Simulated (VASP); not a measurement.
# Re: single point with BLYP

The system is Re.

```
CELL_PARAMETERS angstrom
0.00000 1.89996 1.89996
1.89996 0.00000 1.89996
1.89996 1.89996 0.00000
ATOMIC_POSITIONS crystal
Re 0.00000 0.00000 0.00000
```

This isn't the form of Re at room conditions, which is hcp.

```yaml
Program: VASP 6.6.1
Task: single point
Functional: BLYP
Potentials_or_basis: VASP PAW PBE potentials, release 64 (Re_sv_GW)
Cutoff: 560 eV
k_mesh: 15 × 15 × 15
Occupations: fermi-dirac, width 0.1 eV
Spin: no spin polarisation
Dipole_correction: no
Further_INCAR_settings: ALGO = Normal; EDIFF = 1e-06; NBANDS = 14
```

- Pressure: 55.4 GPa
- Band gap on the k mesh: zero (an odd number of electrons rules out a gap without spin polarisation)

Levels at points of the mesh, in eV from the Fermi level:
```tsv
k point	band 5	band 6	band 7	band 8	band 9	band 10	band 11	band 12
(0.00, 0.00, 0.00)	-10.36	-2.15	-2.15	-2.15	1.37	1.37	13.24	19.17
```

Wall time 34 s on 1 thread of AMD EPYC 7R13 Processor (Zen 3), with other jobs on the host, peak memory 0.13 GiB.

Caveat: the cell stands under pressure; the PAW data sets were made with another functional, which shifts forces and pressure a little; spin-orbit coupling is left out, which moves the levels of the heavy elements.
